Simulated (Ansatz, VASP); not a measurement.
**TiO2 in VASP and in Ansatz**

```xyz
12
Lattice="3.8155 0.0000 0.0000 0.0000 3.8155 0.0000 0.0000 0.0000 9.4513" Properties=species:S:1:pos:R:3 pbc="T T T"
Ti    0.0000    1.9077    7.0885
Ti    1.9077    1.9077    0.0000
Ti    1.9077    0.0000    2.3628
Ti    0.0000    0.0000    4.7256
O     0.0000    1.9077    9.0636
O     1.9077    1.9077    7.4761
O     1.9077    0.0000    0.3876
O     0.0000    0.0000    6.7008
O     1.9077    0.0000    4.3380
O     0.0000    0.0000    2.7504
O     0.0000    1.9077    5.1133
O     1.9077    1.9077    1.9752
```

Alike in both runs: task single point; functional r2SCAN; k mesh 6 × 6 × 4; occupations gaussian, width 0.02 eV; no spin polarisation.

|  | VASP | Ansatz |
| --- | --- | --- |
| version | VASP 6.6.1 | Ansatz 0.2.0 |
| potentials or method | VASP PAW PBE potentials, release 64 (Ti_sv, O), cutoff 520 eV | scalar-relativistic, plane waves, PAW |
| valence electrons in the cell | 96 | 96 |

```tsv
	VASP	Ansatz	Ansatz less VASP
gap on the k mesh at the Fermi level (eV)	2.50	2.48	-0.022
least direct gap on the mesh (eV)	2.62	2.60	-0.028
pressure (GPa)	-0.8	-2.0	-1.19
traceless stress, the component that is largest in VASP (GPa)	2.00	2.01	+0.015
rms of the force components (eV/Å)	0.016	0.000	-0.0156
```

VASP's potentials were made for PBE, not for r2SCAN. Atom by atom the forces differ by 0.016 eV/Å (rms over components).
